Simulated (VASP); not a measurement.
Crystal: N.

```
CELL_PARAMETERS angstrom
5.56052 0.00000 0.00000
0.00000 5.56052 0.00000
0.00000 0.00000 5.56052
ATOMIC_POSITIONS crystal
N 0.05740 0.05740 0.05740
N 0.44260 0.94260 0.55740
N 0.55740 0.44260 0.94260
N 0.94260 0.55740 0.44260
N 0.94260 0.94260 0.94260
N 0.55740 0.05740 0.44260
N 0.44260 0.55740 0.05740
N 0.05740 0.44260 0.55740
```

- Program: VASP 6.6.1
- Task: relaxation of cell and atoms
- Functional: PBE
- Potentials or basis: VASP PAW PBE potentials, release 64 (N_h)
- Cutoff: 1330 eV
- k mesh: 4 × 4 × 4
- Occupations: gaussian, width 0.02 eV
- Spin: no spin polarisation

At the start: pressure -0.1 GPa; volume 21.49 Å³/atom.

Where does the relaxation end?

Over 13 steps the energy falls by 9.1 meV/atom and the volume is 26.88 Å³/atom (+25.1 %); space group Pa-3 (No. 205, to 0.1 Å) before and after.

The path:
```csv
step,energy change (eV),largest force (eV/Å),pressure (GPa),volume (Å³)
1,0.0000,0.5592,-0.12,171.93
2,0.8352,8.7624,12.01,171.51
3,-0.0043,0.0071,0.63,171.90
4,-0.0108,0.0027,0.59,173.59
5,-0.0276,0.0261,0.50,178.72
6,-0.0512,0.1397,0.44,189.28
7,-0.0668,0.5948,0.71,211.64
8,-0.0687,0.4721,0.57,212.27
9,-0.0721,0.1095,0.16,214.17
10,-0.0725,0.0380,-0.01,214.96
11,-0.0725,0.0504,-0.02,215.03
12,-0.0725,0.0326,0.00,215.02
13,-0.0725,0.0011,0.03,215.02
```

Final structure:
```
N
1.0
     5.99089    0.00000    0.00000
     0.00000    5.99089    0.00000
     0.00000    0.00000    5.99089
N
8
Direct
  0.05311 0.05311 0.05311
  0.44689 0.94689 0.55311
  0.55311 0.44689 0.94689
  0.94689 0.55311 0.44689
  0.94689 0.94689 0.94689
  0.55311 0.05311 0.44689
  0.44689 0.55311 0.05311
  0.05311 0.44689 0.55311
```

Caveat: the volume moved by over 15 % at a fixed basis, so the end points are rough; this functional lacks dispersion, which holds the molecules together, so the pressure and a relaxed volume are unreliable.
